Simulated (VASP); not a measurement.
# LiAl5 (P4/mmm) in VASP: further runs

LiAl5 is run at these levels: PBE; tasks: single point.

All numbers are computed with VASP 6.6.1; they aren't measurements. Logs are shortened: lines on timing, memory, paths and dates and some standing lists are left out, and cuts for length are marked.

## Step 1: The cell of the first run

The structure is tetragonal, space group P4/mmm (No. 123). The conventional cell has a = 3.226 Å, b = 3.226 Å, c = 9.678 Å, α = 90.00°, β = 90.00°, γ = 90.00°. Within 3.7 Å of Li (site symmetry 4/mmm) lie 10 Al at 2.79 to 3.23 Å and 4 Li at 3.23 Å. Within 3.7 Å of Al (site symmetry 4mm) lie 10 Al at 2.79 to 3.23 Å and 4 Li at 2.79 Å. Al (site symmetry 4mm) has 13 Al at 2.79 to 3.23 Å and 1 Li at 3.23 Å within 3.7 Å. Al (site symmetry 4/mmm) has 14 Al at 2.79 to 3.23 Å within 3.7 Å.

## Step 2: Single point, PBE

INCAR reads:

```
SYSTEM = LiAl5
ALGO = Fast
EDIFF = 1E-6
ENCUT = 520
GGA = PE
ISIF = 2
ISMEAR = 0
LASPH = .True.
LCHARG = .True.
LELF = .True.
LREAL = .False.
LVHAR = .True.
LWAVE = .False.
NBANDS = 18
NELM = 100
PREC = Accurate
SIGMA = 0.1
```

KPOINTS reads:

```
k-points
0
Gamma
  6 6 2
  0 0 0
```

POSCAR reads:

```
LiAl5
1.0
    3.2261256900      0.0000000000      0.0000000000
    0.0000000000      3.2261256900      0.0000000000
    0.0000000000      0.0000000000      9.6783770600
Li Al
1 5
Direct
    0.0000000000      0.0000000000      0.0000000000
    0.5000000000      0.5000000000      0.8333333300
    0.0000000000      0.0000000000      0.6666666700
    0.5000000000      0.5000000000      0.5000000000
    0.0000000000      0.0000000000      0.3333333300
    0.5000000000      0.5000000000      0.1666666700
```

Potentials or basis: VASP PAW PBE potentials, release 64 (Li_sv, Al).

Launch:

```bash
cat potpaw_PBE.64/Li_sv/POTCAR potpaw_PBE.64/Al/POTCAR > POTCAR
mpirun -np 1 vasp_std > vasp.out
```

OUTCAR:

```text
SYSTEM = LiAl5
   EDIFF = 1E-6
   ENCUT = 520
   GGA = PE
   ISIF = 2
   ISMEAR = 0
   LASPH = .True.
   LREAL = .False.
   NELM = 100
   PREC = Accurate

 ion  position               nearest neighbor table
   1  0.000  0.000  0.000-   2 2.79   6 2.79   2 2.79   6 2.79   2 2.79   6 2.79   2 2.79   6 2.79

   2  0.500  0.500  0.833-   3 2.79   3 2.79   3 2.79   3 2.79   1 2.79   1 2.79   1 2.79   1 2.79
                             4 3.23   6 3.23
   3  0.000  0.000  0.667-   2 2.79   2 2.79   2 2.79   2 2.79   4 2.79   4 2.79   4 2.79   4 2.79
                             5 3.23
   4  0.500  0.500  0.500-   3 2.79   5 2.79   3 2.79   5 2.79   3 2.79   5 2.79   3 2.79   5 2.79
                             2 3.23   6 3.23
   5  0.000  0.000  0.333-   6 2.79   6 2.79   6 2.79   6 2.79   4 2.79   4 2.79   4 2.79   4 2.79
                             3 3.23
   6  0.500  0.500  0.167-   5 2.79   5 2.79   5 2.79   5 2.79   1 2.79   1 2.79   1 2.79   1 2.79
                             4 3.23   2 3.23

  LATTYP: Found a simple tetragonal cell.
 ALAT       =     3.2261256900
 C/A-ratio  =     2.9999999969

  Lattice vectors:

 A1 = (   3.2261256900,   0.0000000000,   0.0000000000)
 A2 = (   0.0000000000,   3.2261256900,   0.0000000000)
 A3 = (   0.0000000000,   0.0000000000,   9.6783770600)

Analysis of symmetry for initial positions (statically):
=====================================================================
 Subroutine PRICEL returns:
 Original cell was already a primitive cell.

 Routine SETGRP: Setting up the symmetry group for a
 simple tetragonal supercell.

 Subroutine GETGRP returns: Found 16 space group operations
 (whereof 16 operations were pure point group operations)
 out of a pool of 16 trial point group operations.

The static configuration has the point symmetry D_4h.

Analysis of symmetry for dynamics (positions and initial velocities):
=====================================================================
 Subroutine PRICEL returns:
 Original cell was already a primitive cell.

 Routine SETGRP: Setting up the symmetry group for a
 simple tetragonal supercell.

 Subroutine GETGRP returns: Found 16 space group operations
 (whereof 16 operations were pure point group operations)
 out of a pool of 16 trial point group operations.

The dynamic configuration has the point symmetry D_4h.

 Subroutine INISYM returns: Found 16 space group operations
 (whereof 16 operations are pure point group operations),
 and found     1 'primitive' translations

----------------------------------------------------------------------------------------

                                     Primitive cell

  volume of cell :     100.7315

  direct lattice vectors                    reciprocal lattice vectors
     3.226125690  0.000000000  0.000000000     0.309969324  0.000000000  0.000000000
     0.000000000  3.226125690  0.000000000     0.000000000  0.309969324  0.000000000
     0.000000000  0.000000000  9.678377060     0.000000000  0.000000000  0.103323108

  length of vectors
     3.226125690  3.226125690  9.678377060     0.309969324  0.309969324  0.103323108

  position of ions in fractional coordinates (direct lattice)
     0.000000000  0.000000000  0.000000000
     0.500000000  0.500000000  0.833333330
     0.000000000  0.000000000  0.666666670
     0.500000000  0.500000000  0.500000000
     0.000000000  0.000000000  0.333333330
     0.500000000  0.500000000  0.166666670

  ion indices of the primitive-cell ions
   primitive index   ion index
                 1           1
                 2           2
                 3           3
                 4           4
                 5           5
                 6           6

----------------------------------------------------------------------------------------

 KPOINTS: k-points

Automatic generation of k-mesh.
 Grid dimensions read from file:
 generate k-points for:    6    6    2

 Generating k-lattice:

  Cartesian coordinates                     Fractional coordinates (reciprocal lattice)
     0.051661554  0.000000000  0.000000000     0.166666667  0.000000000  0.000000000
     0.000000000  0.051661554  0.000000000     0.000000000  0.166666667  0.000000000
     0.000000000  0.000000000  0.051661554     0.000000000  0.000000000  0.500000000

  Length of vectors
     0.051661554  0.051661554  0.051661554

  Shift w.r.t. Gamma in fractional coordinates (k-lattice)
     0.000000000  0.000000000  0.000000000

 Subroutine IBZKPT returns following result:
 ===========================================

 Found     20 irreducible k-points:

 Following reciprocal coordinates:
            Coordinates               Weight
  0.000000  0.000000  0.000000      1.000000
  0.166667  0.000000  0.000000      4.000000
  0.333333  0.000000  0.000000      4.000000
  0.500000  0.000000  0.000000      2.000000
  0.166667  0.166667  0.000000      4.000000
  0.333333  0.166667  0.000000      8.000000
[... 12 lines left out ...]
  0.500000  0.333333  0.500000      4.000000
  0.500000  0.500000  0.500000      1.000000
   k-points           NKPTS =     20   k-points in BZ     NKDIM =     20   number of bands    NBANDS=     18
   number of dos      NEDOS =    301   number of ions     NIONS =      6
   total plane-waves  NPLWV =  41472
   dimension x,y,z NGX =    24 NGY =   24 NGZ =   72
   dimension x,y,z NGXF=    48 NGYF=   48 NGZF=  144
   ions per type =               1   5
   NGX,Y,Z   is equivalent  to a cutoff of  12.37, 12.37, 12.37 a.u.
   NGXF,Y,Z  is equivalent  to a cutoff of  24.73, 24.73, 24.73 a.u.
 SYSTEM =  LiAl5
   PREC   = accura    normal or accurate (medium, high low for compatibility)
   ISTART =      0    job   : 0-new  1-cont  2-samecut
   ICHARG =      2    charge: 1-file 2-atom 10-const
   ISPIN  =      1    spin polarized calculation?
   LNONCOLLINEAR =      F non collinear calculations
   LSORBIT =      F    spin-orbit coupling
   LASPH  =      T    aspherical Exc in radial PAW
   ENCUT  =  520.0 eV  38.22 Ry    6.18 a.u.   6.00  6.00 18.00*2*pi/ulx,y,z
   NELM   =    100;   NELMIN=  2; NELMDL= -5     # of ELM steps
   EDIFF  = 0.1E-05   stopping-criterion for ELM
   LREAL  =      F    real-space projection
   EDIFFG = 0.1E-04   stopping-criterion for IOM
   NSW    =      0    number of steps for IOM
   IBRION =     -1    ionic relax: 0-MD 1-quasi-New 2-CG
   NFREE  =      0    steps in history (QN), initial steepest desc. (CG)
   ISIF   =      2    stress and relaxation
   ISYM   =      2    0-nonsym 1-usesym 2-fastsym
   POTIM  = 0.5000    time-step for ionic-motion
   TEBEG  =    0.0;   TEEND  =   0.0 temperature during run
   PSTRESS=    0.0 pullay stress
   NELECT =      18.0000    total number of electrons
   NUPDOWN=      -1.0000    fix difference up-down
   EMIN   =  10.00;   EMAX   =-10.00  energy-range for DOS
   EFERMI =   0.00;   METHOD = LEGACY
   ISMEAR =     0;   SIGMA  =   0.10  broadening in eV -4-tet -1-fermi 0-gaus
   EFERMI_NEDOS =   21; number of points for ismear=-14 and -15
   IALGO  =     68    algorithm
   IMIX   =      4    mixing-type and parameters
     AMIX     =   0.40;   BMIX     =  1.00
     AMIX_MAG =   1.60;   BMIX_MAG =  1.00
  volume/ion in A,a.u.               =      16.79       113.29
  Fermi-wavevector in a.u.,A,eV,Ry     =   0.922098  1.742513 11.568565  0.850266
  Thomas-Fermi vector in A             =   2.047588
   LORBIT       =      0    0 simple, 1 ext, 2 COOP (PROOUT), +10 PAW based schemes
   GGA     = PE    functional components
   LHFCALC =     F    Hartree Fock is set to
   AEXX    =    0.0000 exact exchange contribution
   IVDW    =     0    specifies the selected vdW correction
   LEPSILON=     F    determine dielectric tensor
   LRPA    =     F    only Hartree local field effects (RPA)
 non-spin polarized calculation
 RMM-DIIS sequential band-by-band and
 Gauss-broadening in eV      SIGMA  =   0.10
  energy-cutoff  :      520.00
  volume of cell :      100.73
 maximum number of plane-waves:      2752
 NGX is ok and might be reduce to    24
   NGX = 11   NGY = 11   NGZ = 35

 number of electron      17.9999993 magnetization

 Free energy of the ion-electron system (eV)
  ---------------------------------------------------
  ext. energy  EPLUGINS =         0.00000000
  ---------------------------------------------------
  free energy    TOTEN  =       -20.32420498 eV

  energy without entropy =      -20.31555700  energy(sigma->0) =      -20.31988099

 E-fermi :   6.6318     XC(G=0):  -9.7462

 val. band max:        6.6198614372   @ k =   0.3333   0.0000   0.5000
 cond. band min:       6.6568184724   @ k =   0.1667   0.1667   0.5000
 fundamental gap:      0.0369570352
 Fermi energy:         6.6318489023

 k-point     1 :       0.0000    0.0000    0.0000
  band No.  band energies     occupation
      1     -39.4186      2.00000
      2      -3.8856      2.00000
      3      -2.5247      2.00000
      4      -1.0294      2.00000
      5       2.5591      2.00000
      6       3.3065      2.00000
[... 10 lines left out ...]
     17      12.5810      0.00000
     18      12.7536      0.00000

 k-point     2 :       0.1667    0.0000    0.0000
  band No.  band energies     occupation
      1     -39.4177      2.00000
      2      -3.4936      2.00000
      3      -2.1336      2.00000
      4      -0.6679      2.00000
      5       2.9406      2.00000
      6       3.5923      2.00000
[... 10 lines left out ...]
     17      12.5524      0.00000
     18      12.5759      0.00000

 k-point     3 :       0.3333    0.0000    0.0000
  band No.  band energies     occupation
      1     -39.4157      2.00000
      2      -2.3247      2.00000
      3      -0.9665      2.00000
      4       0.3840      2.00000
      5       2.3008      2.00000
      6       3.5889      2.00000
[... 328 lines left out ...]
 k-point    19 :       0.5000    0.3333    0.5000
  band No.  band energies     occupation
      1     -39.4121      2.00000
      2       1.1808      2.00000
      3       1.2297      2.00000
      4       1.8775      2.00000
      5       2.4007      2.00000
      6       4.5177      2.00000
[... 10 lines left out ...]
     17      10.5071      0.00000
     18      10.6088      0.00000

 k-point    20 :       0.5000    0.5000    0.5000
  band No.  band energies     occupation
      1     -39.4112      2.00000
      2       2.8915      2.00000
      3       2.8915      2.00000
      4       3.2831      2.00000
      5       3.3980      2.00000
      6       3.7060      2.00000
[... 10 lines left out ...]
     17      10.0001      0.00000
     18      12.2967      0.00000

------------------------ aborting loop because EDIFF is reached ----------------------------------------

  FORCE on cell =-STRESS in cart. coord.  units (eV):
  Direction    XX          YY          ZZ          XY          YZ          ZX
  --------------------------------------------------------------------------------------
  -------------------------------------------------------------------------------------
  Total       -0.5599281     -0.5599281      0.5042324      0.0000000      0.0000000      0.0000000
  in kB       -8.9058980     -8.9058980      8.0200346      0.0000000      0.0000000      0.0000000
  external PRESSURE =      -3.2639205 kB  Pullay stress =       0.0000000 kB

 VOLUME and BASIS-vectors are now :
 -----------------------------------------------------------------------------
  energy-cutoff  :      520.00
  volume of cell :      100.73
      direct lattice vectors                 reciprocal lattice vectors
     3.226125690  0.000000000  0.000000000     0.309969324  0.000000000  0.000000000
     0.000000000  3.226125690  0.000000000     0.000000000  0.309969324  0.000000000
     0.000000000  0.000000000  9.678377060     0.000000000  0.000000000  0.103323108

 POSITION                                       TOTAL-FORCE (eV/Angst)
 -----------------------------------------------------------------------------------
      0.00000      0.00000      0.00000        -0.000000      0.000000      0.000000
      1.61306      1.61306      8.06531         0.000000     -0.000000      0.258291
      0.00000      0.00000      6.45225         0.000000      0.000000     -0.123086
      1.61306      1.61306      4.83919        -0.000000      0.000000      0.000000
      0.00000      0.00000      3.22613        -0.000000     -0.000000      0.123086
      1.61306      1.61306      1.61306        -0.000000      0.000000     -0.258291
 -----------------------------------------------------------------------------------
    total drift:                               -0.000000     -0.000000     -0.000000

  FREE ENERGIE OF THE ION-ELECTRON SYSTEM (eV)
  ---------------------------------------------------
  free  energy   TOTEN  =       -20.3242049842 eV

  energy  without entropy=      -20.3155569993  energy(sigma->0) =      -20.31988099
```

It took 36 s on 1 thread of AMD EPYC 7R43 (Zen 3), shared host; peak memory 0.15 GiB.

What came out:

- Free energy: -20.3242 eV
- Largest force: 0.258 eV/Å
- Band gap on the k mesh: zero (band 9 reaches 9.26 eV, above the bottom of band 10 at 5.15 eV)

Forces on the atoms (eV/Å):
```
Li   0.000  0.000  0.000
Al   0.000  0.000  0.258
Al   0.000  0.000 -0.123
Al   0.000  0.000  0.000
Al   0.000  0.000  0.123
Al   0.000  0.000 -0.258
```

Levels at points of the mesh, in eV from the Fermi level:
```
           k point  band 5  band 6  band 7  band 8  band 9  band 10  band 11  band 12  band 13  band 14
(0.00, 0.00, 0.00)   -4.07   -3.33    2.25    2.25    2.63     3.46     3.52     3.52     3.78     4.52
(0.50, 0.00, 0.00)   -5.58   -4.87   -3.89   -0.77   -0.77    -0.53     1.09     5.36     5.41     5.68
(0.50, 0.50, 0.00)   -3.23   -2.52   -2.52   -2.21   -1.73    -1.48    -1.48    -1.37    -0.04     2.40
(0.00, 0.00, 0.50)   -5.66   -0.55   -0.48    2.34    2.34     3.14     3.14     3.54     4.46     5.00
(0.50, 0.00, 0.50)   -5.68   -3.58   -3.40   -3.33   -1.37     2.35     2.70     3.05     3.58     5.45
(0.50, 0.50, 0.50)   -3.23   -2.93   -2.93   -2.78   -1.70    -0.41    -0.41    -0.20    -0.08     0.30
```

Caveat: the cutoff is under 1.25 times the usual one of these potentials, so pressure, stress and relaxed cells hold a basis-set (Pulay) error.

## Step 3: Single point, PBE (volume scaled by 0.91, then relaxed in part)

INCAR reads:

```
SYSTEM = LiAl5
PREC = Accurate
ENCUT = 520
EDIFF = 1E-7
ISMEAR = 0
SIGMA = 0.1
LREAL = .FALSE.
LASPH = .TRUE.
NELM = 60
ALGO = Fast
ISIF = 2
LWAVE = .FALSE.
LCHARG = .FALSE.
GGA = PE
NBANDS = 18
```

KPOINTS reads:

```
regular mesh
0
G
  12 12 4
  0 0 0
```

POSCAR reads:

```
LiAl5
1.0
    2.7923935460      0.0000000000      0.0000000000
    0.0000000000      2.7923935460      0.0000000000
    0.0000000000      0.0000000000     11.6504334395
Li Al
1 5
Direct
    0.0000000000      0.0000000000      0.0000000000
    0.5000000000      0.5000000000      0.8352505909
    0.0000000000      0.0000000000      0.6678327518
    0.5000000000      0.5000000000      0.5000000000
    0.0000000000      0.0000000000      0.3321672482
    0.5000000000      0.5000000000      0.1647494091
```

Potentials or basis: VASP PAW PBE potentials, release 64 (Li_sv, Al).

Launch:

```bash
cat potpaw_PBE.64/Li_sv/POTCAR potpaw_PBE.64/Al/POTCAR > POTCAR
mpirun -np 1 vasp_std > vasp.out
```

It took 3.3 min on 1 thread of AMD EPYC 7R43 (Zen 3), shared host; peak memory 0.24 GiB.

The run converged. Its results:

| Item | Value |
| --- | --- |
| Free energy | -20.7353 eV |
| Largest force | 0.006 eV/Å |
| Band gap on the k mesh | zero (band 9 reaches 13.15 eV, above the bottom of band 10 at 5.72 eV) |

Forces on the atoms (eV/Å):
```
Li   0.000  0.000  0.000
Al   0.000  0.000 -0.006
Al   0.000  0.000  0.003
Al   0.000  0.000  0.000
Al   0.000  0.000 -0.003
Al   0.000  0.000  0.006
```

Levels at points of the mesh, in eV from the Fermi level:
| k point | band 7 | band 8 | band 9 | band 10 | band 11 | band 12 |
| --- | --- | --- | --- | --- | --- | --- |
| (0.00, 0.00, 0.00) | -2.12 | 0.05 | 5.49 | 5.60 | 6.11 | 6.11 |
| (0.50, 0.00, 0.00) | -4.52 | -2.28 | -2.26 | -1.94 | -0.12 | 2.20 |
| (0.50, 0.50, 0.00) | -1.32 | -1.01 | -1.01 | -0.67 | -0.29 | 0.63 |
| (0.00, 0.00, 0.50) | -3.51 | 1.85 | 2.88 | 5.52 | 6.15 | 6.15 |
| (0.50, 0.00, 0.50) | -4.12 | -3.64 | -2.41 | 0.02 | 0.26 | 0.39 |
| (0.50, 0.50, 0.50) | -1.33 | -0.80 | -0.56 | -0.56 | -0.23 | 0.40 |

Caveat: the cutoff is under 1.25 times the usual one of these potentials, so pressure, stress and relaxed cells hold a basis-set (Pulay) error.

(Continued in part 2 of 2.)
